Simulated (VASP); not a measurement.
CdSe, 4 atoms in the cell. The structure is hexagonal, space group P6_3mc (No. 186). The conventional cell has a = 4.428 Å, b = 4.428 Å, c = 7.218 Å, α = 90.00°, β = 90.00°, γ = 120.00°. Cd (site symmetry 3m) has 4 Se at 2.71 Å within 3.6 Å. Within 3.6 Å of Se (site symmetry 3m) lie 4 Cd at 2.71 Å.  This cell differs from its parent crystal: strain +2.0%.

```yaml
Program: VASP 6.6.1
Task: single point
Functional: PBE
Potentials_or_basis: VASP PAW PBE potentials, release 64 (Cd, Se)
Cutoff: 500 eV
k_mesh: 12 × 12 × 4
Occupations: fermi-dirac, width 0.02 eV
Spin: no spin polarisation
Dipole_correction: no
Further_INCAR_settings: ALGO = Normal; EDIFF = 1e-06; NBANDS = 26
```

Potentials or basis: VASP PAW PBE potentials, release 64 (Cd, Se).

Run with:

```sh
$ cat potpaw_PBE.64/Cd/POTCAR potpaw_PBE.64/Se/POTCAR > POTCAR
$ mpirun -np 1 vasp_std > vasp.out
```

Hardware: 1 thread of Intel(R) Xeon(R) 6975P-C (Granite Rapids), on a shared host.

Task: Estimate the wall time of this run.

Result: It took 62 s on 1 thread of Intel(R) Xeon(R) 6975P-C (Granite Rapids), with other jobs on the host, peak memory 0.31 GiB. Counts: scf iterations 14, k points 57.
